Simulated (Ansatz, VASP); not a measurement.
## Na2Nb in VASP and in Ansatz

```
Na Nb
1.0
    -4.31203    4.31203    2.36290
     4.31203   -4.31203    2.36290
     4.31203    4.31203   -2.36290
Na Nb
4 2
Direct
  0.15952 0.65952 0.81903
  0.65952 0.84048 0.50000
  0.84048 0.34048 0.18097
  0.34048 0.15952 0.50000
  0.75000 0.75000 0.00000
  0.25000 0.25000 0.00000
```

Alike in both runs: functional PBE; k mesh 10 × 10 × 10; occupations gaussian, width 0.1 eV; no spin polarisation.

Ansatz relaxed the structure, and its values are those at the end. VASP's run is a single point on that final structure, the one shown.

|  | VASP | Ansatz |
| --- | --- | --- |
| version | VASP 6.6.1 | Ansatz 0.2.0 |
| potentials or method | VASP PAW PBE potentials, release 64 (Na_pv, Nb_sv), cutoff 520 eV | scalar-relativistic, plane waves, PAW |
| valence electrons in the cell | 54 | 62 |

```csv
,VASP,Ansatz,Ansatz less VASP
gap on the k mesh at the Fermi level (eV),none,none,-
pressure (GPa),-0.1,0.0,+0.03
rms of the force components (eV/Å),0.003,0.003,+0.0003
```

A gap of «none» marks a metal or a gap that the smearing closes. VASP's potentials hold 54 valence electrons a cell and Ansatz's 62, so a difference there can come from the potentials and not from the codes.
